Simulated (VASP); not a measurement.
# TiN (Fm-3m) in VASP: single point with r2SCAN

Aim: the single point of TiN with r2SCAN.

Everything below comes from runs of VASP 6.6.1. Logs are shortened: lines on timing, memory, paths and dates and some standing lists are left out, and cuts for length are marked.

## Step 1: The cell of the first run

The structure is cubic, space group Fm-3m (No. 225). The conventional cell has a = 4.238 Å, b = 4.238 Å, c = 4.238 Å, α = 90.00°, β = 90.00°, γ = 90.00°. Within 2.8 Å of Ti (site symmetry m-3m) lie 6 N at 2.12 Å. Within 2.8 Å of N (site symmetry m-3m) lie 6 Ti at 2.12 Å.

## Step 2: Single point, r2SCAN

The input, POSCAR:

```
TiN
1.0
    0.0000000000      2.1190000000      2.1190000000
    2.1190000000      0.0000000000      2.1190000000
    2.1190000000      2.1190000000      0.0000000000
Ti N
1 1
Direct
    0.0000000000      0.0000000000      0.0000000000
    0.5000000000      0.5000000000      0.5000000000
```

The input, INCAR.step1:

```
ALGO = Normal
EDIFF = 1E-5
ENCUT = 1460
GGA = PE
GGA_COMPAT = F
ISMEAR = 0
LASPH = T
LCHARG = F
LREAL = F
LWAVE = T
NBANDS = 16
NELM = 120
PREC = Accurate
SIGMA = 0.1
```

The input, INCAR.step2:

```
ALGO = Normal
EDIFF = 1E-6
ENCUT = 1460
GGA_COMPAT = F
ISIF = 2
ISMEAR = 0
ISTART = 1
LASPH = T
LCHARG = F
LMIXTAU = T
LREAL = F
LWAVE = F
METAGGA = R2SCAN
NBANDS = 16
NELM = 120
PREC = Accurate
SIGMA = 0.1
```

The input, KPOINTS:

```
k-points
0
Gamma
  8 8 8
```

Potentials or basis: VASP PAW PBE potentials, release 64 (Ti_sv, N_h).

Command:

```
cat potpaw_PBE.64/Ti_sv/POTCAR potpaw_PBE.64/N_h/POTCAR > POTCAR
cp INCAR.step1 INCAR
mpirun -np 1 vasp_std > vasp.out
cp INCAR.step2 INCAR
mpirun -np 1 vasp_std > vasp.out
```

OUTCAR:

```text
EDIFF = 1E-6
   ENCUT = 1460
   ISIF = 2
   ISMEAR = 0
   ISTART = 1
   LASPH = T
   LREAL = F
   METAGGA = R2SCAN
   NELM = 120
   PREC = Accurate

 ion  position               nearest neighbor table
   1  0.000  0.000  0.000-   2 2.12   2 2.12   2 2.12   2 2.12   2 2.12   2 2.12
   2  0.500  0.500  0.500-   1 2.12   1 2.12   1 2.12   1 2.12   1 2.12   1 2.12

  LATTYP: Found a face centered cubic cell.
 ALAT       =     4.2380000000

  Lattice vectors:

 A1 = (   0.0000000000,   2.1190000000,   2.1190000000)
 A2 = (   2.1190000000,   0.0000000000,   2.1190000000)
 A3 = (   2.1190000000,   2.1190000000,   0.0000000000)

Analysis of symmetry for initial positions (statically):
=====================================================================
 Subroutine PRICEL returns:
 Original cell was already a primitive cell.

 Routine SETGRP: Setting up the symmetry group for a
 face centered cubic supercell.

 Subroutine GETGRP returns: Found 48 space group operations
 (whereof 48 operations were pure point group operations)
 out of a pool of 48 trial point group operations.

The static configuration has the point symmetry O_h .

Analysis of symmetry for dynamics (positions and initial velocities):
=====================================================================
 Subroutine PRICEL returns:
 Original cell was already a primitive cell.

 Routine SETGRP: Setting up the symmetry group for a
 face centered cubic supercell.

 Subroutine GETGRP returns: Found 48 space group operations
 (whereof 48 operations were pure point group operations)
 out of a pool of 48 trial point group operations.

The dynamic configuration has the point symmetry O_h .

 Subroutine INISYM returns: Found 48 space group operations
 (whereof 48 operations are pure point group operations),
 and found     1 'primitive' translations

----------------------------------------------------------------------------------------

                                     Primitive cell

  volume of cell :      19.0293

  direct lattice vectors                    reciprocal lattice vectors
     0.000000000  2.119000000  2.119000000    -0.235960359  0.235960359  0.235960359
     2.119000000  0.000000000  2.119000000     0.235960359 -0.235960359  0.235960359
     2.119000000  2.119000000  0.000000000     0.235960359  0.235960359 -0.235960359

  length of vectors
     2.996718539  2.996718539  2.996718539     0.408695330  0.408695330  0.408695330

  position of ions in fractional coordinates (direct lattice)
     0.000000000  0.000000000  0.000000000
     0.500000000  0.500000000  0.500000000

  ion indices of the primitive-cell ions
   primitive index   ion index
                 1           1
                 2           2

----------------------------------------------------------------------------------------

 KPOINTS: k-points

Automatic generation of k-mesh.
 Grid dimensions read from file:
 generate k-points for:    8    8    8

 Generating k-lattice:

  Cartesian coordinates                     Fractional coordinates (reciprocal lattice)
    -0.029495045  0.029495045  0.029495045     0.125000000  0.000000000  0.000000000
     0.029495045 -0.029495045  0.029495045     0.000000000  0.125000000  0.000000000
     0.029495045  0.029495045 -0.029495045     0.000000000  0.000000000  0.125000000

  Length of vectors
     0.051086916  0.051086916  0.051086916

  Shift w.r.t. Gamma in fractional coordinates (k-lattice)
     0.000000000  0.000000000  0.000000000

 Subroutine IBZKPT returns following result:
 ===========================================

 Found     29 irreducible k-points:

 Following reciprocal coordinates:
            Coordinates               Weight
  0.000000  0.000000  0.000000      1.000000
  0.125000  0.000000  0.000000      8.000000
  0.250000  0.000000  0.000000      8.000000
  0.375000  0.000000  0.000000      8.000000
  0.500000  0.000000  0.000000      4.000000
  0.125000  0.125000  0.000000      6.000000
[... 16 lines left out ...]
  0.500000  0.250000  0.125000     48.000000
 -0.375000  0.250000  0.125000     24.000000
 [... further k-points ...]
   k-points           NKPTS =     29   k-points in BZ     NKDIM =     29   number of bands    NBANDS=     16
   number of dos      NEDOS =    301   number of ions     NIONS =      2
   total plane-waves  NPLWV =  64000
   dimension x,y,z NGX =    40 NGY =   40 NGZ =   40
   dimension x,y,z NGXF=    80 NGYF=   80 NGZF=   80
   ions per type =               1   1
   NGX,Y,Z   is equivalent  to a cutoff of  22.19, 22.19, 22.19 a.u.
   NGXF,Y,Z  is equivalent  to a cutoff of  44.38, 44.38, 44.38 a.u.
 SYSTEM =  unknown system
   PREC   = accura    normal or accurate (medium, high low for compatibility)
   ISTART =      1    job   : 0-new  1-cont  2-samecut
   ICHARG =      0    charge: 1-file 2-atom 10-const
   ISPIN  =      1    spin polarized calculation?
   LNONCOLLINEAR =      F non collinear calculations
   LSORBIT =      F    spin-orbit coupling
   LASPH  =      T    aspherical Exc in radial PAW
   ENCUT  = 1460.0 eV 107.31 Ry   10.36 a.u.   9.34  9.34  9.34*2*pi/ulx,y,z
   NELM   =    120;   NELMIN=  2; NELMDL=  0     # of ELM steps
   EDIFF  = 0.1E-05   stopping-criterion for ELM
   LREAL  =      F    real-space projection
   EDIFFG = 0.1E-04   stopping-criterion for IOM
   NSW    =      0    number of steps for IOM
   IBRION =     -1    ionic relax: 0-MD 1-quasi-New 2-CG
   NFREE  =      0    steps in history (QN), initial steepest desc. (CG)
   ISIF   =      2    stress and relaxation
   ISYM   =      2    0-nonsym 1-usesym 2-fastsym
   POTIM  = 0.5000    time-step for ionic-motion
   TEBEG  =    0.0;   TEEND  =   0.0 temperature during run
   PSTRESS=    0.0 pullay stress
   NELECT =      17.0000    total number of electrons
   NUPDOWN=      -1.0000    fix difference up-down
   EMIN   =  10.00;   EMAX   =-10.00  energy-range for DOS
   EFERMI =   0.00;   METHOD = LEGACY
   ISMEAR =     0;   SIGMA  =   0.10  broadening in eV -4-tet -1-fermi 0-gaus
   EFERMI_NEDOS =   21; number of points for ismear=-14 and -15
   IALGO  =     38    algorithm
   IMIX   =      4    mixing-type and parameters
     AMIX     =   0.40;   BMIX     =  1.00
     AMIX_MAG =   1.60;   BMIX_MAG =  1.00
  volume/ion in A,a.u.               =       9.51        64.21
  Fermi-wavevector in a.u.,A,eV,Ry     =   1.576704  2.979539 33.824024  2.485996
  Thomas-Fermi vector in A             =   2.677497
   LORBIT       =      0    0 simple, 1 ext, 2 COOP (PROOUT), +10 PAW based schemes
   METAGGA = R2SCAN    functional components
   LHFCALC =     F    Hartree Fock is set to
   AEXX    =    0.0000 exact exchange contribution
   IVDW    =     0    specifies the selected vdW correction
   LEPSILON=     F    determine dielectric tensor
   LRPA    =     F    only Hartree local field effects (RPA)
 non-spin polarized calculation
 Gauss-broadening in eV      SIGMA  =   0.10
  energy-cutoff  :     1460.00
  volume of cell :       19.03
 maximum number of plane-waves:      2450
 NGX is ok and might be reduce to    40
   NGX = 19   NGY = 19   NGZ = 19

 number of electron      17.0000000 magnetization

 Free energy of the ion-electron system (eV)
  ---------------------------------------------------
  ext. energy  EPLUGINS =         0.00000000
  ---------------------------------------------------
  free energy    TOTEN  =       -26.00830219 eV

  energy without entropy =      -25.99974089  energy(sigma->0) =      -26.00402154

 E-fermi :  12.0647     XC(G=0): -13.8814

 val. band max:       12.0153580685   @ k =   0.1250   0.0000   0.0000
 cond. band min:      12.0776084619   @ k =   0.3750   0.1250   0.0000
 fundamental gap:      0.0622503934
 Fermi energy:        12.0647171613

 k-point     1 :       0.0000    0.0000    0.0000
  band No.  band energies     occupation
      1     -48.3085      2.00000
      2     -23.2460      2.00000
      3     -23.2460      2.00000
      4     -23.2460      2.00000
      5      -6.2373      2.00000
      6       9.6519      2.00000
[... 8 lines left out ...]
     15      25.9368      0.00000
     16      32.3651      0.00000

 k-point     2 :       0.1250    0.0000    0.0000
  band No.  band energies     occupation
      1     -48.2940      2.00000
      2     -23.3481      2.00000
      3     -23.2540      2.00000
      4     -23.2540      2.00000
      5      -5.9373      2.00000
      6       8.2875      2.00000
[... 8 lines left out ...]
     15      25.9986      0.00000
     16      31.9142      0.00000

 k-point     3 :       0.2500    0.0000    0.0000
  band No.  band energies     occupation
      1     -48.2591      2.00000
      2     -23.5880      2.00000
      3     -23.2732      2.00000
      4     -23.2732      2.00000
      5      -5.1558      2.00000
      6       6.1028      2.00000
[... 8 lines left out ...]
     15      25.5377      0.00000
     16      30.2048      0.00000

 k-point     4 :       0.3750    0.0000    0.0000
  band No.  band energies     occupation
      1     -48.2238      2.00000
      2     -23.8192      2.00000
      3     -23.2923      2.00000
      4     -23.2923      2.00000
      5      -4.2424      2.00000
      6       4.2770      2.00000
[... 8 lines left out ...]
     15      25.9742      0.00000
     16      28.1064      0.00000
[... 324 lines left out ...]
 k-point    22 :       0.3750    0.2500    0.1250
  band No.  band energies     occupation
      1     -48.2331      2.00000
      2     -23.6296      2.00000
      3     -23.3906      2.00000
      4     -23.3061      2.00000
      5      -4.8300      2.00000
      6       5.2687      2.00000
[... 8 lines left out ...]
     15      25.5338      0.00000
     16      27.8603      0.00000

 k-point    23 :       0.5000    0.2500    0.1250
  band No.  band energies     occupation
      1     -48.2049      2.00000
      2     -23.7496      2.00000
      3     -23.4488      2.00000
      4     -23.3367      2.00000
      5      -4.3270      2.00000
      6       4.7110      2.00000
[... 8 lines left out ...]
     15      25.2279      0.00000
     16      26.7425      0.00000

 k-point    24 :      -0.3750    0.2500    0.1250
  band No.  band energies     occupation
      1     -48.1931      2.00000
      2     -23.8016      2.00000
      3     -23.4632      2.00000
      4     -23.3560      2.00000
      5      -4.1093      2.00000
      6       4.4929      2.00000
[... 8 lines left out ...]
     15      25.5155      0.00000
     16      26.5073      0.00000

 [... further k-points ...]

------------------------ aborting loop because EDIFF is reached ----------------------------------------

  FORCE on cell =-STRESS in cart. coord.  units (eV):
  Direction    XX          YY          ZZ          XY          YZ          ZX
  --------------------------------------------------------------------------------------
  -------------------------------------------------------------------------------------
  Total        0.0584200      0.0584200      0.0584200      0.0000000     -0.0000000      0.0000000
  in kB        4.9186855      4.9186855      4.9186855      0.0000000     -0.0000000      0.0000000
  external PRESSURE =       4.9186855 kB  Pullay stress =       0.0000000 kB

 VOLUME and BASIS-vectors are now :
 -----------------------------------------------------------------------------
  energy-cutoff  :     1460.00
  volume of cell :       19.03
      direct lattice vectors                 reciprocal lattice vectors
     0.000000000  2.119000000  2.119000000    -0.235960359  0.235960359  0.235960359
     2.119000000  0.000000000  2.119000000     0.235960359 -0.235960359  0.235960359
     2.119000000  2.119000000  0.000000000     0.235960359  0.235960359 -0.235960359

 POSITION                                       TOTAL-FORCE (eV/Angst)
 -----------------------------------------------------------------------------------
      0.00000      0.00000      0.00000         0.000000     -0.000000     -0.000000
      2.11900      2.11900      2.11900        -0.000000      0.000000      0.000000
 -----------------------------------------------------------------------------------
    total drift:                                0.000000     -0.000000     -0.000000

  FREE ENERGIE OF THE ION-ELECTRON SYSTEM (eV)
  ---------------------------------------------------
  free  energy   TOTEN  =       -26.0083021880 eV

  energy  without entropy=      -25.9997408853  energy(sigma->0) =      -26.00402154
```

Run time: 1.9 min. Hardware: 1 thread of AMD EPYC 9R45 (Zen 5), shared host; peak memory 0.26 GiB.

What came out:

```yaml
Free_energy: -26.0083 eV
Pressure: 0.5 GPa
Band_gap_on_the_k_mesh: zero (an odd number of electrons rules out a gap without spin polarisation)
```

Levels at points of the mesh, in eV from the Fermi level:
```
           k point  band 7  band 8  band 9  band 10  band 11  band 12
(0.00, 0.00, 0.00)   -2.41   -2.41   -0.63    -0.63    -0.63     0.57
(0.50, 0.00, 0.00)   -5.94   -5.94    1.73     1.73     2.43     5.93
(0.50, 0.50, 0.00)   -3.65   -3.65   -3.12     1.66     2.43     2.43
```

Caveat: the PAW data sets were made with another functional, which shifts forces and pressure a little; an odd number of electrons without spin polarisation forces a metal; a magnetic or distorted state may lie lower.

The gap in the log of VASP goes by the Fermi energy; the results here count the filled bands.